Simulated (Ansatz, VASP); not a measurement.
One calculation of Ga2O3, two programs

```
CELL_PARAMETERS angstrom
2.52898 1.46010 4.54131
-2.52898 1.46010 4.54131
0.00000 -2.92021 4.54131
ATOMIC_POSITIONS crystal
Ga 0.85568 0.85568 0.85568
Ga 0.64432 0.64432 0.64432
Ga 0.14432 0.14432 0.14432
Ga 0.35568 0.35568 0.35568
O 0.75000 0.44631 0.05369
O 0.44631 0.05369 0.75000
O 0.05369 0.75000 0.44631
O 0.25000 0.55369 0.94631
O 0.94631 0.25000 0.55369
O 0.55369 0.94631 0.25000
```

Alike in both runs: task single point; functional PBE; k mesh 7 × 7 × 7; occupations fermi-dirac, width 0.01 eV; no spin polarisation.

|  | VASP | Ansatz |
| --- | --- | --- |
| version | VASP 6.6.1 | Ansatz 0.2.0 |
| potentials or method | VASP PAW PBE potentials, release 64 (Ga_d, O), cutoff 600 eV | plane-wave PAW DFT |
| valence electrons in the cell | 88 | 88 |

```csv
,VASP,Ansatz,Ansatz less VASP
gap on the k mesh at the Fermi level (eV),2.40,2.41,+0.013
```

The functional is the same, so the differences come from potentials, cutoffs and numerics.
